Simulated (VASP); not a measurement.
Here is a VASP 6.6.1 calculation.

The input INCAR:

```
SYSTEM = TaN
ALGO = Normal ; EDIFF = 1E-6
EDIFFG = -0.005 ; ENCUT = 600
GGA = PE ; IBRION = 2
ISIF = 4 ; ISMEAR = -1
LASPH = .True. ; LCHARG = .False.
LREAL = .False. ; LWAVE = .False.
NELM = 60 ; NSW = 50
PREC = Accurate ; SIGMA = 0.05
```

File KPOINTS:

```
k-points
0
Gamma
  15 15 13
  0 0 0
```

Contents of POSCAR:

```
TaN
1.0
    2.8899273718      0.0000000000      0.0000000000
   -1.4449636860      2.5027505191      0.0000000000
    0.0000000000      0.0000000000      2.8385728017
Ta N
1 1
Direct
    0.0000000000      0.0000000000      0.0000000000
    0.3333333333      0.6666666667      0.5000000000
```

Potentials or basis: VASP PAW PBE potentials, release 64 (Ta_pv, N).

Run with:

```console
$ cat potpaw_PBE.64/Ta_pv/POTCAR potpaw_PBE.64/N/POTCAR > POTCAR
$ mpirun -np 1 vasp_std > vasp.out
```

Task: Estimate the band gap on the k mesh.

Result: Zero (bands 8 and 9 overlap by 0.48 eV).

Final structure:
```xyz
2
Lattice="2.8861 0.0000 0.0000 -1.4430 2.4994 0.0000 0.0000 0.0000 2.8462" Properties=species:S:1:pos:R:3 pbc="T T T"
Ta    0.0000    0.0000    0.0000
N     0.0000    1.6663    1.4231
```

Caveat: spin-orbit coupling is left out, which moves the levels of the heavy elements.
